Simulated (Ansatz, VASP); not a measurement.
**In3B2H3: VASP beside Ansatz**

```
CELL_PARAMETERS angstrom
5.97540 0.00000 0.00000
-2.98770 5.17484 0.00000
0.00000 0.00000 3.36261
ATOMIC_POSITIONS crystal
In 0.30601 0.00000 0.50000
In 0.69399 0.69399 0.50000
In 0.00000 0.30601 0.50000
B 0.33333 0.66667 0.00000
B 0.66667 0.33333 0.00000
H 0.55535 0.00000 0.00000
H 0.44465 0.44465 0.00000
H 0.00000 0.55535 0.00000
```

Change from the starting cell: species swapped into the Ti3In3Rh2 type (P-62m, No. 189).

Alike in both runs: functional PBE; k mesh 2 × 2 × 4; occupations gaussian, width 0.15 eV; no spin polarisation.

Ansatz relaxed the structure, and its values are those at the end. VASP's run is a single point on that final structure, the one shown.

```csv
,VASP,Ansatz
version,VASP 6.6.1,Ansatz 0.2.0
potentials or method,"VASP PAW PBE potentials, release 64 (In_d, B, H), cutoff 500 eV","scalar-relativistic, plane waves, PAW"
valence electrons in the cell,48,48
```

|  | VASP | Ansatz | Ansatz less VASP |
| --- | --- | --- | --- |
| gap on the k mesh at the Fermi level (eV) | none | none | - |
| pressure (GPa) | 0.1 | 0.2 | +0.07 |
| rms of the force components (eV/Å) | 0.006 | 0.006 | -0.0002 |

A gap of «none» marks a metal or a gap that the smearing closes.

The k mesh is coarse, so the values compare programs but aren't converged.
